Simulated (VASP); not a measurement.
# CsH4F (P-43m) in VASP: notebook

Runs on CsH4F. Level: r2SCAN. Tasks: single point, relaxation of cell and atoms.

Everything below comes from runs of VASP 6.6.1. Logs are shortened: lines on timing, memory, paths and dates and some standing lists are left out, and cuts for length are marked.

## (1) The cell of the first run

Symmetry: P-43m, No. 215, cubic system. The conventional cell has a = 5.099 Å, b = 5.099 Å, c = 5.099 Å, α = 90.00°, β = 90.00°, γ = 90.00°. F (site symmetry -43m) has 4 H at 1.50 Å within 2.0 Å. Cs (site symmetry -43m) has 4 H at 2.91 Å within 3.8 Å. Within 2.0 Å of H (site symmetry 3m) lie 1 F at 1.50 Å.

## (2) Single point, r2SCAN

File POSCAR:

```
CsH4F
1.0
    5.0988598321      0.0000000000      0.0000000000
    0.0000000000      5.0988598321      0.0000000000
    0.0000000000      0.0000000000      5.0988598321
F Cs H
1 1 4
Direct
    0.0000000000      0.0000000000      0.0000000000
    0.5000000000      0.5000000000      0.5000000000
    0.1701826573      0.1701826573      0.1701826573
    0.1701826573      0.8298173427      0.8298173427
    0.8298173427      0.8298173427      0.1701826573
    0.8298173427      0.1701826573      0.8298173427
```

File INCAR.step1:

```
PREC = Accurate ; ENCUT = 520
ISMEAR = -1 ; SIGMA = 0.1
LREAL = F ; LASPH = T
NELM = 60 ; NBANDS = 19
GGA = PE ; ALGO = Normal
EDIFF = 1E-4 ; LWAVE = T
LCHARG = F
```

File INCAR.step2:

```
PREC = Accurate ; ENCUT = 520
EDIFF = 1E-6 ; ISMEAR = -1
SIGMA = 0.1 ; LREAL = F
LASPH = T ; NELM = 60
ALGO = Normal ; ISIF = 2
LWAVE = F ; LCHARG = T
METAGGA = R2SCAN ; LMIXTAU = T
LELF = T ; LVHAR = T
NBANDS = 19 ; ISTART = 1
```

File KPOINTS:

```
Automatic mesh
0
Gamma
  8 8 8
```

Potentials or basis: VASP PAW PBE potentials, release 64 (F, Cs_sv, H).

The run is started by

```sh
> cat potpaw_PBE.64/F/POTCAR potpaw_PBE.64/Cs_sv/POTCAR potpaw_PBE.64/H/POTCAR > POTCAR
> cp INCAR.step1 INCAR
> mpirun -np 1 vasp_std > vasp.out
> cp INCAR.step2 INCAR
> mpirun -np 1 vasp_std > vasp.out
```

OUTCAR:

```text
PREC = Accurate
   ENCUT = 520
   EDIFF = 1E-6
   ISMEAR = -1
   LREAL = F
   LASPH = T
   NELM = 60
   ISIF = 2
   METAGGA = R2SCAN
   ISTART = 1

 ion  position               nearest neighbor table
   1  0.000  0.000  0.000-
   2  0.500  0.500  0.500-
   3  0.170  0.170  0.170-
   4  0.170  0.830  0.830-
   5  0.830  0.830  0.170-
   6  0.830  0.170  0.830-

  LATTYP: Found a simple cubic cell.
 ALAT       =     5.0988598321

  Lattice vectors:

 A1 = (   5.0988598321,   0.0000000000,   0.0000000000)
 A2 = (   0.0000000000,   5.0988598321,   0.0000000000)
 A3 = (   0.0000000000,   0.0000000000,   5.0988598321)

Analysis of symmetry for initial positions (statically):
=====================================================================
 Subroutine PRICEL returns:
 Original cell was already a primitive cell.

 Routine SETGRP: Setting up the symmetry group for a
 simple cubic supercell.

 Subroutine GETGRP returns: Found 24 space group operations
 (whereof 24 operations were pure point group operations)
 out of a pool of 48 trial point group operations.

The static configuration has the point symmetry T_d .

Analysis of symmetry for dynamics (positions and initial velocities):
=====================================================================
 Subroutine PRICEL returns:
 Original cell was already a primitive cell.

 Routine SETGRP: Setting up the symmetry group for a
 simple cubic supercell.

 Subroutine GETGRP returns: Found 24 space group operations
 (whereof 24 operations were pure point group operations)
 out of a pool of 48 trial point group operations.

The dynamic configuration has the point symmetry T_d .

 Subroutine INISYM returns: Found 24 space group operations
 (whereof 24 operations are pure point group operations),
 and found     1 'primitive' translations

----------------------------------------------------------------------------------------

                                     Primitive cell

  volume of cell :     132.5621

  direct lattice vectors                    reciprocal lattice vectors
     5.098859832  0.000000000  0.000000000     0.196122277  0.000000000  0.000000000
     0.000000000  5.098859832  0.000000000     0.000000000  0.196122277  0.000000000
     0.000000000  0.000000000  5.098859832     0.000000000  0.000000000  0.196122277

  length of vectors
     5.098859832  5.098859832  5.098859832     0.196122277  0.196122277  0.196122277

  position of ions in fractional coordinates (direct lattice)
     0.000000000  0.000000000  0.000000000
     0.500000000  0.500000000  0.500000000
     0.170182657  0.170182657  0.170182657
     0.170182657  0.829817343  0.829817343
     0.829817343  0.829817343  0.170182657
     0.829817343  0.170182657  0.829817343

  ion indices of the primitive-cell ions
   primitive index   ion index
                 1           1
                 2           2
                 3           3
                 4           4
                 5           5
                 6           6

----------------------------------------------------------------------------------------

 KPOINTS: Automatic mesh

Automatic generation of k-mesh.
 Grid dimensions read from file:
 generate k-points for:    8    8    8

 Generating k-lattice:

  Cartesian coordinates                     Fractional coordinates (reciprocal lattice)
     0.024515285  0.000000000  0.000000000     0.125000000  0.000000000  0.000000000
     0.000000000  0.024515285  0.000000000     0.000000000  0.125000000  0.000000000
     0.000000000  0.000000000  0.024515285     0.000000000  0.000000000  0.125000000

  Length of vectors
     0.024515285  0.024515285  0.024515285

  Shift w.r.t. Gamma in fractional coordinates (k-lattice)
     0.000000000  0.000000000  0.000000000

 Subroutine IBZKPT returns following result:
 ===========================================

 Found     35 irreducible k-points:

 Following reciprocal coordinates:
            Coordinates               Weight
  0.000000  0.000000  0.000000      1.000000
  0.125000  0.000000  0.000000      6.000000
  0.250000  0.000000  0.000000      6.000000
  0.375000  0.000000  0.000000      6.000000
  0.500000  0.000000  0.000000      3.000000
  0.125000  0.125000  0.000000     12.000000
[... 16 lines left out ...]
  0.375000  0.375000  0.125000     24.000000
  0.500000  0.375000  0.125000     24.000000
 [... further k-points ...]
   k-points           NKPTS =     35   k-points in BZ     NKDIM =     35   number of bands    NBANDS=     19
   number of dos      NEDOS =    301   number of ions     NIONS =      6
   total plane-waves  NPLWV =  64000
   dimension x,y,z NGX =    40 NGY =   40 NGZ =   40
   dimension x,y,z NGXF=    80 NGYF=   80 NGZF=   80
   ions per type =               1   1   4
   NGX,Y,Z   is equivalent  to a cutoff of  13.04, 13.04, 13.04 a.u.
   NGXF,Y,Z  is equivalent  to a cutoff of  26.08, 26.08, 26.08 a.u.
 SYSTEM =  unknown system
   PREC   = accura    normal or accurate (medium, high low for compatibility)
   ISTART =      1    job   : 0-new  1-cont  2-samecut
   ICHARG =      0    charge: 1-file 2-atom 10-const
   ISPIN  =      1    spin polarized calculation?
   LNONCOLLINEAR =      F non collinear calculations
   LSORBIT =      F    spin-orbit coupling
   LASPH  =      T    aspherical Exc in radial PAW
   ENCUT  =  520.0 eV  38.22 Ry    6.18 a.u.   9.48  9.48  9.48*2*pi/ulx,y,z
   NELM   =     60;   NELMIN=  2; NELMDL=  0     # of ELM steps
   EDIFF  = 0.1E-05   stopping-criterion for ELM
   LREAL  =      F    real-space projection
   EDIFFG = 0.1E-04   stopping-criterion for IOM
   NSW    =      0    number of steps for IOM
   IBRION =     -1    ionic relax: 0-MD 1-quasi-New 2-CG
   NFREE  =      0    steps in history (QN), initial steepest desc. (CG)
   ISIF   =      2    stress and relaxation
   ISYM   =      2    0-nonsym 1-usesym 2-fastsym
   POTIM  = 0.5000    time-step for ionic-motion
   TEBEG  =    0.0;   TEEND  =   0.0 temperature during run
   PSTRESS=    0.0 pullay stress
   NELECT =      20.0000    total number of electrons
   NUPDOWN=      -1.0000    fix difference up-down
   EMIN   =  10.00;   EMAX   =-10.00  energy-range for DOS
   EFERMI =   0.00;   METHOD = LEGACY
   ISMEAR =    -1;   SIGMA  =   0.10  broadening in eV -4-tet -1-fermi 0-gaus
   EFERMI_NEDOS =   21; number of points for ismear=-14 and -15
   IALGO  =     38    algorithm
   IMIX   =      4    mixing-type and parameters
     AMIX     =   0.40;   BMIX     =  1.00
     AMIX_MAG =   1.60;   BMIX_MAG =  1.00
  volume/ion in A,a.u.               =      22.09       149.10
  Fermi-wavevector in a.u.,A,eV,Ry     =   0.871522  1.646938 10.334317  0.759551
  Thomas-Fermi vector in A             =   1.990642
   LORBIT       =      0    0 simple, 1 ext, 2 COOP (PROOUT), +10 PAW based schemes
   METAGGA = R2SCAN    functional components
   LHFCALC =     F    Hartree Fock is set to
   AEXX    =    0.0000 exact exchange contribution
   IVDW    =     0    specifies the selected vdW correction
   LEPSILON=     F    determine dielectric tensor
   LRPA    =     F    only Hartree local field effects (RPA)
 non-spin polarized calculation
  energy-cutoff  :      520.00
  volume of cell :      132.56
 maximum number of plane-waves:      3608
 NGX is ok and might be reduce to    40
   NGX = 19   NGY = 19   NGZ = 19

 number of electron      20.0000013 magnetization

 Free energy of the ion-electron system (eV)
  ---------------------------------------------------
  ext. energy  EPLUGINS =         0.00000000
  ---------------------------------------------------
  free energy    TOTEN  =       -36.13257883 eV

  energy without entropy =      -35.91493980  energy(sigma->0) =      -36.02375932

 E-fermi :  -0.8148     XC(G=0):  -6.7762

 val. band max:       -0.8175811647   @ k =   0.3750   0.3750   0.3750
 cond. band min:      -0.8090225114   @ k =   0.5000   0.5000   0.1250
 fundamental gap:      0.0085586533
 Fermi energy:        -0.8147865139

 k-point     1 :       0.0000    0.0000    0.0000
  band No.  band energies     occupation
      1     -28.0300      2.00000
      2     -23.5522      2.00000
      3     -10.0398      2.00000
      4     -10.0398      2.00000
      5     -10.0398      2.00000
      6      -9.0344      2.00000
[... 11 lines left out ...]
     18       5.7708      0.00000
     19       8.0605      0.00000

 k-point     2 :       0.1250    0.0000    0.0000
  band No.  band energies     occupation
      1     -28.0301      2.00000
      2     -23.5514      2.00000
      3     -10.0559      2.00000
      4     -10.0328      2.00000
      5     -10.0328      2.00000
      6      -9.0565      2.00000
[... 11 lines left out ...]
     18       5.7834      0.00000
     19       7.2220      0.00000

 k-point     3 :       0.2500    0.0000    0.0000
  band No.  band energies     occupation
      1     -28.0299      2.00000
      2     -23.5495      2.00000
      3     -10.0949      2.00000
      4     -10.0155      2.00000
      5     -10.0155      2.00000
      6      -9.1068      2.00000
[... 11 lines left out ...]
     18       5.6949      0.00000
     19       6.2163      0.00000

 k-point     4 :       0.3750    0.0000    0.0000
  band No.  band energies     occupation
      1     -28.0296      2.00000
      2     -23.5476      2.00000
      3     -10.1343      2.00000
      4      -9.9977      2.00000
      5      -9.9977      2.00000
      6      -9.1536      2.00000
[... 407 lines left out ...]
     18       6.7054      0.00000
     19       6.9542      0.00000

 k-point    23 :       0.3750    0.3750    0.1250
  band No.  band energies     occupation
      1     -28.0292      2.00000
      2     -23.5420      2.00000
      3     -10.1638      2.00000
      4     -10.1490      2.00000
      5      -9.9896      2.00000
      6      -9.1069      2.00000
[... 11 lines left out ...]
     18       6.1724      0.00000
     19       7.5842      0.00000

 k-point    24 :       0.5000    0.3750    0.1250
  band No.  band energies     occupation
      1     -28.0291      2.00000
      2     -23.5411      2.00000
      3     -10.1823      2.00000
      4     -10.1590      2.00000
      5      -9.9835      2.00000
      6      -9.1022      2.00000
[... 11 lines left out ...]
     18       6.7424      0.00000
     19       7.2024      0.00000

 [... further k-points ...]

------------------------ aborting loop because EDIFF is reached ----------------------------------------

  FORCE on cell =-STRESS in cart. coord.  units (eV):
  Direction    XX          YY          ZZ          XY          YZ          ZX
  --------------------------------------------------------------------------------------
  -------------------------------------------------------------------------------------
  Total       -0.0504405     -0.0504405     -0.0504405      0.0000000     -0.0000000     -0.0000000
  in kB       -0.6096363     -0.6096363     -0.6096363      0.0000000     -0.0000000     -0.0000000
  external PRESSURE =      -0.6096363 kB  Pullay stress =       0.0000000 kB

 VOLUME and BASIS-vectors are now :
 -----------------------------------------------------------------------------
  energy-cutoff  :      520.00
  volume of cell :      132.56
      direct lattice vectors                 reciprocal lattice vectors
     5.098859832  0.000000000  0.000000000     0.196122277  0.000000000  0.000000000
     0.000000000  5.098859832  0.000000000     0.000000000  0.196122277  0.000000000
     0.000000000  0.000000000  5.098859832     0.000000000  0.000000000  0.196122277

 POSITION                                       TOTAL-FORCE (eV/Angst)
 -----------------------------------------------------------------------------------
      0.00000      0.00000      0.00000         0.000000     -0.000000     -0.000000
      2.54943      2.54943      2.54943         0.000000      0.000000     -0.000000
      0.86774      0.86774      0.86774         0.000506      0.000506      0.000506
      0.86774      4.23112      4.23112         0.000506     -0.000506     -0.000506
      4.23112      4.23112      0.86774        -0.000506     -0.000506      0.000506
      4.23112      0.86774      4.23112        -0.000506      0.000506     -0.000506
 -----------------------------------------------------------------------------------
    total drift:                                0.000000      0.000000     -0.000000

  FREE ENERGIE OF THE ION-ELECTRON SYSTEM (eV)
  ---------------------------------------------------
  free  energy   TOTEN  =       -36.1325788321 eV

  energy  without entropy=      -35.9149398011  energy(sigma->0) =      -36.02375932
```

Wall time 1.9 min (1 thread of Intel Xeon 6975P-C (Granite Rapids), shared host); peak memory 0.3 GiB.

Results:

```
Free energy            : -36.1326 eV
Pressure               : -0.1 GPa
Band gap on the k mesh : zero (bands 10 and 11 overlap by 0.70 eV)
```

Caveat: the PAW data sets were made with another functional, which shifts forces and pressure a little; spin-orbit coupling is left out, which moves the levels of the heavy elements.

## (3) Relaxation of cell and atoms, r2SCAN

This run uses another cell than the first one, of 13.76 Å³/atom.

File POSCAR:

```
CsH4F
1.0
    4.3546170000      0.0000000000      0.0000000000
    0.0000000000      4.3546170000      0.0000000000
    0.0000000000      0.0000000000      4.3546170000
F Cs H
1 1 4
Direct
    0.0000000000      0.0000000000      0.0000000000
    0.5000000000      0.5000000000      0.5000000000
    0.1480000000      0.1480000000      0.1480000000
    0.1480000000      0.8520000000      0.8520000000
    0.8520000000      0.8520000000      0.1480000000
    0.8520000000      0.1480000000      0.8520000000
```

File INCAR.step1:

```
SYSTEM = CsH4F
ALGO = Normal ; EDIFF = 1E-4
ENCUT = 600 ; GGA = PE
ISMEAR = -1 ; LASPH = .TRUE.
LCHARG = .FALSE. ; LREAL = .FALSE.
LWAVE = .TRUE. ; NELM = 60
PREC = Accurate ; SIGMA = 0.1
```

File INCAR.step2:

```
SYSTEM = CsH4F
ALGO = Normal ; EDIFF = 1E-6
EDIFFG = -0.03 ; ENCUT = 600
IBRION = 2 ; ISIF = 3
ISMEAR = -1 ; ISTART = 1
LASPH = .TRUE. ; LCHARG = .FALSE.
LMIXTAU = .TRUE. ; LREAL = .FALSE.
LWAVE = .FALSE. ; METAGGA = R2SCAN
NELM = 60 ; NSW = 80
PREC = Accurate ; SIGMA = 0.1
```

File KPOINTS:

```
k-points
0
G
  8 8 8
  0 0 0
```

Potentials or basis: VASP PAW PBE potentials, release 64 (F, Cs_sv, H).

The run is started by

```sh
> cat potpaw_PBE.64/F/POTCAR potpaw_PBE.64/Cs_sv/POTCAR potpaw_PBE.64/H/POTCAR > POTCAR
> cp INCAR.step1 INCAR
> mpirun -np 1 vasp_std > vasp.out
> cp INCAR.step2 INCAR
> mpirun -np 1 vasp_std > vasp.out
```

It took 8.4 min on 1 thread of Intel Xeon 6975P-C (Granite Rapids), shared host; peak memory 0.26 GiB.

It converged, with:

```yaml
Free_energy: -36.0657 eV
Relaxed_volume: 20.80 Å³/atom
Relaxed_cell: a = 4.997 Å, b = 4.997 Å, c = 4.997 Å, α = 90.00°, β = 90.00°, γ = 90.00°
Space_group_after_relaxing_to_0.1_Å: P-43m (No. 215)
Energy_gained_by_relaxing: 573.9 meV/atom
Ionic_steps: 10
Pressure_after_relaxing: 0.0 GPa
Largest_force_after_relaxing: 0.003 eV/Å
Band_gap_on_the_k_mesh: zero (bands 10 and 11 overlap by 0.76 eV)
```

Forces on the atoms (eV/Å):
```
F    0.000  0.000  0.000
Cs   0.000  0.000  0.000
H   -0.002 -0.002 -0.002
H   -0.002  0.002  0.002
H    0.002  0.002 -0.002
H    0.002 -0.002  0.002
```

Step by step:
```csv
step,energy change (eV),largest force (eV/Å),pressure (GPa),volume (Å³)
1,0.0000,4.8524,20.44,82.58
2,-3.2915,0.0527,2.80,105.39
3,-3.3237,0.3459,1.18,110.52
4,-3.3269,0.2812,1.46,109.56
5,-3.3270,0.2397,1.62,108.97
6,-3.3643,0.2155,1.21,111.92
7,-3.4300,0.1501,0.16,121.10
8,-3.4381,0.1240,-0.27,125.63
9,-3.4432,0.0362,-0.04,125.00
10,-3.4436,0.0033,0.05,124.78
```

Final structure:
```
F Cs H
1.0
     4.99707    0.00000    0.00000
     0.00000    4.99707    0.00000
     0.00000    0.00000    4.99707
F Cs H
1 1 4
Direct
  0.00000 0.00000 0.00000
  0.50000 0.50000 0.50000
  0.17295 0.17295 0.17295
  0.17295 0.82705 0.82705
  0.82705 0.82705 0.17295
  0.82705 0.17295 0.82705
```

Levels at points of the mesh, in eV from the Fermi level:
| k point | band 7 | band 8 | band 9 | band 10 | band 11 | band 12 | band 13 | band 14 |
| --- | --- | --- | --- | --- | --- | --- | --- | --- |
| (0.00, 0.00, 0.00) | -8.27 | -8.27 | -3.14 | 0.60 | 0.60 | 0.60 | 3.15 | 3.15 |
| (0.50, 0.00, 0.00) | -8.33 | -8.33 | -2.04 | -0.57 | 0.44 | 0.44 | 3.84 | 4.76 |
| (0.50, 0.50, 0.00) | -8.28 | -8.28 | -2.02 | 0.04 | 0.04 | 0.04 | 4.40 | 4.55 |
| (0.50, 0.50, 0.50) | -8.38 | -8.38 | -1.29 | -0.16 | -0.16 | -0.16 | 4.31 | 4.31 |

Caveat: the volume moved by over 15 % at a fixed basis, so the end points are rough; the PAW data sets were made with another functional, which shifts forces and pressure a little; spin-orbit coupling is left out, which moves the levels of the heavy elements.
